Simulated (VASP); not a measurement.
# La (Pm-3m) in VASP: single point with PBEsol

Aim: the single point of La with PBEsol.

Program: VASP 6.6.1. These are calculated values, not measurements. Logs are shortened: lines on timing, memory, paths and dates and some standing lists are left out, and cuts for length are marked.

## Step 1: The cell of the first run

Symmetry: Pm-3m, No. 221, cubic system. The conventional cell has a = 3.946 Å, b = 3.946 Å, c = 3.946 Å, α = 90.00°, β = 90.00°, γ = 90.00°. La (site symmetry m-3m) has 6 La at 3.95 Å within 5.2 Å.

This isn't the form of La at room conditions, which is double hcp.

## Step 2: Single point, PBEsol

Contents of INCAR:

```
SYSTEM = La
PREC     = Accurate       ! precision mode
ENCUT    = 520            ! plane-wave cutoff, eV
EDIFF    = 1E-6           ! SCF threshold, eV
ISMEAR   = 0              ! smearing method
SIGMA    = 0.15           ! smearing width, eV
LREAL    = .FALSE.        ! projectors in reciprocal space
LASPH    = .TRUE.         ! aspherical terms in the spheres
NELM     = 100            ! most SCF steps
ALGO     = Normal         ! electronic algorithm
ISIF     = 2              ! what is computed and relaxed
LWAVE    = .FALSE.        ! write WAVECAR
LCHARG   = .TRUE.         ! write CHGCAR
GGA      = PS             ! functional
LELF     = .TRUE.         ! ELF
LVHAR    = .TRUE.       
NBANDS   = 12             ! bands
```

Contents of KPOINTS:

```
Automatic mesh
0
G
  6 6 6
  0 0 0
```

Contents of POSCAR:

```
La
1.0
    3.9457890000      0.0000000000      0.0000000000
    0.0000000000      3.9457890000      0.0000000000
    0.0000000000      0.0000000000      3.9457890000
La
1
Direct
    0.0000000000      0.0000000000      0.0000000000
```

Potentials or basis: VASP PAW PBE potentials, release 64 (La).

Started as:

```bash
> cat potpaw_PBE.64/La/POTCAR > POTCAR
> mpirun -np 1 vasp_std > vasp.out
```

OUTCAR:

```text
SYSTEM = La
   PREC = Accurate
   ENCUT = 520
   EDIFF = 1E-6
   ISMEAR = 0
   LREAL = .FALSE.
   LASPH = .TRUE.
   NELM = 100
   ISIF = 2
   GGA = PS

 ion  position               nearest neighbor table
   1  0.000  0.000  0.000-

  LATTYP: Found a simple cubic cell.
 ALAT       =     3.9457890000

  Lattice vectors:

 A1 = (   3.9457890000,   0.0000000000,   0.0000000000)
 A2 = (   0.0000000000,   3.9457890000,   0.0000000000)
 A3 = (   0.0000000000,   0.0000000000,   3.9457890000)

Analysis of symmetry for initial positions (statically):
=====================================================================
 Subroutine PRICEL returns:
 Original cell was already a primitive cell.

 Routine SETGRP: Setting up the symmetry group for a
 simple cubic supercell.

 Subroutine GETGRP returns: Found 48 space group operations
 (whereof 48 operations were pure point group operations)
 out of a pool of 48 trial point group operations.

The static configuration has the point symmetry O_h .

Analysis of symmetry for dynamics (positions and initial velocities):
=====================================================================
 Subroutine PRICEL returns:
 Original cell was already a primitive cell.

 Routine SETGRP: Setting up the symmetry group for a
 simple cubic supercell.

 Subroutine GETGRP returns: Found 48 space group operations
 (whereof 48 operations were pure point group operations)
 out of a pool of 48 trial point group operations.

The dynamic configuration has the point symmetry O_h .

 Subroutine INISYM returns: Found 48 space group operations
 (whereof 48 operations are pure point group operations),
 and found     1 'primitive' translations

----------------------------------------------------------------------------------------

                                     Primitive cell

  volume of cell :      61.4330

  direct lattice vectors                    reciprocal lattice vectors
     3.945789000  0.000000000  0.000000000     0.253434738  0.000000000  0.000000000
     0.000000000  3.945789000  0.000000000     0.000000000  0.253434738  0.000000000
     0.000000000  0.000000000  3.945789000     0.000000000  0.000000000  0.253434738

  length of vectors
     3.945789000  3.945789000  3.945789000     0.253434738  0.253434738  0.253434738

  position of ions in fractional coordinates (direct lattice)
     0.000000000  0.000000000  0.000000000

  ion indices of the primitive-cell ions
   primitive index   ion index
                 1           1

----------------------------------------------------------------------------------------

 KPOINTS: Automatic mesh

Automatic generation of k-mesh.
 Grid dimensions read from file:
 generate k-points for:    6    6    6

 Generating k-lattice:

  Cartesian coordinates                     Fractional coordinates (reciprocal lattice)
     0.042239123  0.000000000  0.000000000     0.166666667  0.000000000  0.000000000
     0.000000000  0.042239123  0.000000000     0.000000000  0.166666667  0.000000000
     0.000000000  0.000000000  0.042239123     0.000000000  0.000000000  0.166666667

  Length of vectors
     0.042239123  0.042239123  0.042239123

  Shift w.r.t. Gamma in fractional coordinates (k-lattice)
     0.000000000  0.000000000  0.000000000

 Subroutine IBZKPT returns following result:
 ===========================================

 Found     20 irreducible k-points:

 Following reciprocal coordinates:
            Coordinates               Weight
  0.000000  0.000000  0.000000      1.000000
  0.166667  0.000000  0.000000      6.000000
  0.333333  0.000000  0.000000      6.000000
  0.500000  0.000000  0.000000      3.000000
  0.166667  0.166667  0.000000     12.000000
  0.333333  0.166667  0.000000     24.000000
[... 12 lines left out ...]
  0.500000  0.500000  0.333333      6.000000
  0.500000  0.500000  0.500000      1.000000
   k-points           NKPTS =     20   k-points in BZ     NKDIM =     20   number of bands    NBANDS=     12
   number of dos      NEDOS =    301   number of ions     NIONS =      1
   total plane-waves  NPLWV =  27000
   dimension x,y,z NGX =    30 NGY =   30 NGZ =   30
   dimension x,y,z NGXF=    60 NGYF=   60 NGZF=   60
   ions per type =               1
   NGX,Y,Z   is equivalent  to a cutoff of  12.64, 12.64, 12.64 a.u.
   NGXF,Y,Z  is equivalent  to a cutoff of  25.28, 25.28, 25.28 a.u.
 SYSTEM =  La
   PREC   = accura    normal or accurate (medium, high low for compatibility)
   ISTART =      0    job   : 0-new  1-cont  2-samecut
   ICHARG =      2    charge: 1-file 2-atom 10-const
   ISPIN  =      1    spin polarized calculation?
   LNONCOLLINEAR =      F non collinear calculations
   LSORBIT =      F    spin-orbit coupling
   LASPH  =      T    aspherical Exc in radial PAW
   ENCUT  =  520.0 eV  38.22 Ry    6.18 a.u.   7.34  7.34  7.34*2*pi/ulx,y,z
   NELM   =    100;   NELMIN=  2; NELMDL= -5     # of ELM steps
   EDIFF  = 0.1E-05   stopping-criterion for ELM
   LREAL  =      F    real-space projection
   EDIFFG = 0.1E-04   stopping-criterion for IOM
   NSW    =      0    number of steps for IOM
   IBRION =     -1    ionic relax: 0-MD 1-quasi-New 2-CG
   NFREE  =      0    steps in history (QN), initial steepest desc. (CG)
   ISIF   =      2    stress and relaxation
   ISYM   =      2    0-nonsym 1-usesym 2-fastsym
   POTIM  = 0.5000    time-step for ionic-motion
   TEBEG  =    0.0;   TEEND  =   0.0 temperature during run
   PSTRESS=    0.0 pullay stress
   NELECT =      11.0000    total number of electrons
   NUPDOWN=      -1.0000    fix difference up-down
   EMIN   =  10.00;   EMAX   =-10.00  energy-range for DOS
   EFERMI =   0.00;   METHOD = LEGACY
   ISMEAR =     0;   SIGMA  =   0.15  broadening in eV -4-tet -1-fermi 0-gaus
   EFERMI_NEDOS =   21; number of points for ismear=-14 and -15
   IALGO  =     38    algorithm
   IMIX   =      4    mixing-type and parameters
     AMIX     =   0.40;   BMIX     =  1.00
     AMIX_MAG =   1.60;   BMIX_MAG =  1.00
  volume/ion in A,a.u.               =      61.43       414.57
  Fermi-wavevector in a.u.,A,eV,Ry     =   0.922724  1.743696 11.584269  0.851420
  Thomas-Fermi vector in A             =   2.048282
   LORBIT       =      0    0 simple, 1 ext, 2 COOP (PROOUT), +10 PAW based schemes
   GGA     = PS    functional components
   LHFCALC =     F    Hartree Fock is set to
   AEXX    =    0.0000 exact exchange contribution
   IVDW    =     0    specifies the selected vdW correction
   LEPSILON=     F    determine dielectric tensor
   LRPA    =     F    only Hartree local field effects (RPA)
 non-spin polarized calculation
 Gauss-broadening in eV      SIGMA  =   0.15
  energy-cutoff  :      520.00
  volume of cell :       61.43
 maximum number of plane-waves:      1675
 NGX is ok and might be reduce to    30
   NGX = 15   NGY = 15   NGZ = 15

 number of electron      11.0000000 magnetization

 Free energy of the ion-electron system (eV)
  ---------------------------------------------------
  ext. energy  EPLUGINS =         0.00000000
  ---------------------------------------------------
  free energy    TOTEN  =        -4.08585682 eV

  energy without entropy =       -4.04304606  energy(sigma->0) =       -4.06445144

 E-fermi :   3.7049     XC(G=0):  -7.7654

 val. band max:        3.6785650966   @ k =   0.5000   0.1667   0.0000
 cond. band min:       3.7154098142   @ k =   0.5000   0.5000   0.0000
 fundamental gap:      0.0368447176
 Fermi energy:         3.7048901336

 k-point     1 :       0.0000    0.0000    0.0000
  band No.  band energies     occupation
      1     -30.0574      2.00000
      2     -13.4039      2.00000
      3     -13.4039      2.00000
      4     -13.4039      2.00000
      5       0.9409      2.00000
      6       3.1997      2.00000
      7       3.1997      2.00000
      8       4.6199      0.00000
      9       4.6199      0.00000
     10       4.6204      0.00000
     11       4.6847      0.00000
     12       4.6847      0.00000

 k-point     2 :       0.1667    0.0000    0.0000
  band No.  band energies     occupation
      1     -30.0491      2.00000
      2     -13.5207      2.00000
      3     -13.3941      2.00000
      4     -13.3941      2.00000
      5       1.2988      2.00000
      6       3.2940      1.99989
      7       3.5362      1.88833
      8       4.5949      0.00000
      9       4.6327      0.00000
     10       4.6341      0.00000
     11       4.6439      0.00000
     12       4.7009      0.00000

 k-point     3 :       0.3333    0.0000    0.0000
  band No.  band energies     occupation
      1     -30.0326      2.00000
      2     -13.7445      2.00000
      3     -13.3743      2.00000
      4     -13.3743      2.00000
      5       2.0789      2.00000
      6       3.5105      1.93314
      7       4.2496      0.00000
      8       4.4838      0.00000
      9       4.5255      0.00000
     10       4.6524      0.00000
     11       4.6539      0.00000
     12       4.7643      0.00000

 k-point     4 :       0.5000    0.0000    0.0000
  band No.  band energies     occupation
      1     -30.0243      2.00000
      2     -13.8519      2.00000
      3     -13.3644      2.00000
      4     -13.3644      2.00000
      5       2.5858      2.00000
      6       3.6414      1.45068
      7       4.1756      0.00001
      8       4.4726      0.00000
      9       4.6588      0.00000
     10       4.6589      0.00000
     11       4.6632      0.00000
     12       4.7362      0.00000

 k-point     5 :       0.1667    0.1667    0.0000
  band No.  band energies     occupation
      1     -30.0410      2.00000
      2     -13.5138      2.00000
      3     -13.5056      2.00000
      4     -13.3844      2.00000
      5       1.6547      2.00000
      6       3.5014      1.94495
      7       3.7367      0.76404
      8       4.5442      0.00000
      9       4.6044      0.00000
     10       4.6281      0.00000
     11       4.6503      0.00000
     12       4.7109      0.00000
[... 168 lines left out ...]
      1     -29.9842      2.00000
      2     -13.6741      2.00000
      3     -13.6637      2.00000
      4     -13.6637      2.00000
      5       3.2908      1.99991
      6       3.9704      0.01230
      7       3.9704      0.01230
      8       4.5380      0.00000
      9       4.5380      0.00000
     10       4.5597      0.00000
     11       4.6413      0.00000
     12       4.7490      0.00000

 k-point    18 :       0.5000    0.3333    0.3333
  band No.  band energies     occupation
      1     -29.9762      2.00000
      2     -13.7691      2.00000
      3     -13.6578      2.00000
      4     -13.6512      2.00000
      5       3.2744      1.99995
      6       3.7233      0.86247
      7       3.9478      0.02203
      8       4.5512      0.00000
      9       4.5682      0.00000
     10       4.5799      0.00000
     11       4.6170      0.00000
     12       4.7744      0.00000

 k-point    19 :       0.5000    0.5000    0.3333
  band No.  band energies     occupation
      1     -29.9681      2.00000
      2     -13.7555      2.00000
      3     -13.7555      2.00000
      4     -13.6420      2.00000
      5       3.1664      2.00000
      6       3.7214      0.87594
      7       3.7214      0.87594
      8       4.5476      0.00000
      9       4.5734      0.00000
     10       4.5975      0.00000
     11       4.5975      0.00000
     12       4.7979      0.00000

 k-point    20 :       0.5000    0.5000    0.5000
  band No.  band energies     occupation
      1     -29.9602      2.00000
      2     -13.7421      2.00000
      3     -13.7421      2.00000
      4     -13.7421      2.00000
      5       3.4097      1.99462
      6       3.4097      1.99462
      7       3.4097      1.99462
      8       4.4623      0.00000
      9       4.6000      0.00000
     10       4.6000      0.00000
     11       4.6003      0.00000
     12       4.7898      0.00000

------------------------ aborting loop because EDIFF is reached ----------------------------------------

  FORCE on cell =-STRESS in cart. coord.  units (eV):
  Direction    XX          YY          ZZ          XY          YZ          ZX
  --------------------------------------------------------------------------------------
  -------------------------------------------------------------------------------------
  Total       -2.1980664     -2.1980664     -2.1980664      0.0000000      0.0000000     -0.0000000
  in kB      -57.3257594    -57.3257594    -57.3257594      0.0000000      0.0000000     -0.0000000
  external PRESSURE =     -57.3257594 kB  Pullay stress =       0.0000000 kB

 VOLUME and BASIS-vectors are now :
 -----------------------------------------------------------------------------
  energy-cutoff  :      520.00
  volume of cell :       61.43
      direct lattice vectors                 reciprocal lattice vectors
     3.945789000  0.000000000  0.000000000     0.253434738  0.000000000  0.000000000
     0.000000000  3.945789000  0.000000000     0.000000000  0.253434738  0.000000000
     0.000000000  0.000000000  3.945789000     0.000000000  0.000000000  0.253434738

 POSITION                                       TOTAL-FORCE (eV/Angst)
 -----------------------------------------------------------------------------------
      0.00000      0.00000      0.00000         0.000000      0.000000      0.000000
 -----------------------------------------------------------------------------------
    total drift:                                0.000000      0.000000     -0.000000

  FREE ENERGIE OF THE ION-ELECTRON SYSTEM (eV)
  ---------------------------------------------------
  free  energy   TOTEN  =        -4.0858568192 eV

  energy  without entropy=       -4.0430460625  energy(sigma->0) =       -4.06445144
```

Run time: 30 s. Hardware: 1 thread of Intel Xeon 8259CL, shared host; peak memory 0.18 GiB.

What came out:

* Free energy: -4.0859 eV
* Pressure: -5.7 GPa
* Band gap on the k mesh: zero (an odd number of electrons rules out a gap without spin polarisation)

Caveat: the cell stands under tension; the PAW data sets were made with another functional, which shifts forces and pressure a little; spin-orbit coupling is left out, which moves the levels of the heavy elements.
